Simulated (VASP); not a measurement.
Wanted: the native input for a VASP 6.6.1 run.

| Quantity | Value |
| --- | --- |
| Task | single point |
| Functional | r2SCAN |
| Potentials or basis | VASP PAW PBE potentials, release 64 (Al) |
| Cutoff | 550 eV |
| k mesh | 22 × 22 × 22 |
| Occupations | fermi-dirac, width 0.1 eV |
| Spin | no spin polarisation |
| Dipole correction | no |
| Further INCAR settings | ALGO = Normal; EDIFF = 1e-06; NBANDS = 8 |

Crystal: Al.

```
CELL_PARAMETERS angstrom
0.00000 2.04858 2.04858
2.04858 0.00000 2.04858
2.04858 2.04858 0.00000
ATOMIC_POSITIONS crystal
Al 0.00000 0.00000 0.00000
```

This cell differs from its parent crystal: volume scaled by 1.08.

One way to write it, as run:

POSCAR

```
Al
1.0
    0.0000000000      2.0485779551      2.0485779551
    2.0485779551      0.0000000000      2.0485779551
    2.0485779551      2.0485779551      0.0000000000
Al
1
Direct
    0.0000000000      0.0000000000      0.0000000000
```

INCAR.step1

```
  PREC = Accurate
  ENCUT = 550
  ISMEAR = -1
  SIGMA = 0.1
  LREAL = F
  LASPH = T
  NELM = 120
  NBANDS = 8
  GGA = PE
  ALGO = Normal
  EDIFF = 1E-5
  LWAVE = T
  LCHARG = F
  GGA_COMPAT = F
```

INCAR.step2

```
  PREC = Accurate
  ENCUT = 550
  EDIFF = 1E-6
  ISMEAR = -1
  SIGMA = 0.1
  LREAL = F
  LASPH = T
  NELM = 120
  ALGO = Normal
  ISIF = 2
  LWAVE = F
  LCHARG = F
  METAGGA = R2SCAN
  LMIXTAU = T
  NBANDS = 8
  ISTART = 1
  GGA_COMPAT = F
```

KPOINTS

```
Automatic mesh
0
Gamma
  22 22 22
```

Potentials or basis: VASP PAW PBE potentials, release 64 (Al).

Run with:

```console
$ cat potpaw_PBE.64/Al/POTCAR > POTCAR
$ cp INCAR.step1 INCAR
$ mpirun -np 1 vasp_std > vasp.out
$ cp INCAR.step2 INCAR
$ mpirun -np 1 vasp_std > vasp.out
```

It gave:

- Pressure: -6.2 GPa

Caveat: the PAW data sets were made with another functional, which shifts forces and pressure a little.

Wall time 42 s on 1 thread of Intel(R) Xeon(R) 6975P-C (Granite Rapids) (shared host), peak memory 0.16 GiB.
